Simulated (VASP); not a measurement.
Here is a VASP 6.6.1 calculation.

INCAR

```
SYSTEM = KMgF3
ALGO = Normal
EDIFF = 1E-7
ENCUT = 520
GGA = PE
ISIF = 2
ISMEAR = 0
LASPH = .True.
LCHARG = .False.
LREAL = .False.
LWAVE = .False.
NBANDS = 24
NELM = 100
PREC = Accurate
SIGMA = 0.05
```

Contents of KPOINTS:

```
k-points
0
Gamma
  6 6 6
  0 0 0
```

Contents of POSCAR:

```
KMgF3
1.0
    3.9859000000      0.0000000000      0.0000000000
    0.0000000000      3.9859000000      0.0000000000
    0.0000000000      0.0000000000      3.9261115000
K Mg F
1 1 3
Direct
    0.5000000000      0.5000000000      0.5000000000
    0.0000000000      0.0000000000      0.0000000000
    0.5000000000      0.0000000000      0.0000000000
    0.0000000000      0.5000000000      0.0000000000
    0.0000000000      0.0000000000      0.5000000000
```

Potentials or basis: VASP PAW PBE potentials, release 64 (K_sv, Mg, F).

The run is started by

```console
$ cat potpaw_PBE.64/K_sv/POTCAR potpaw_PBE.64/Mg/POTCAR potpaw_PBE.64/F/POTCAR > POTCAR
$ mpirun -np 1 vasp_std > vasp.out
```

Q: What does it give for the band gap on the k mesh?

A: 7.42 eV, indirect (least direct gap 7.74 eV).

Q: What does it give for the pressure?

A: 4.7 GPa.

Stress tensor (GPa, compression positive):
```
4.12 0.00 0.00
0.00 4.12 0.00
0.00 0.00 5.83
```

Caveat: the cell differs from its parent crystal (strain +0.000 along x and y, -0.015 along z). A k mesh can miss the band edges.
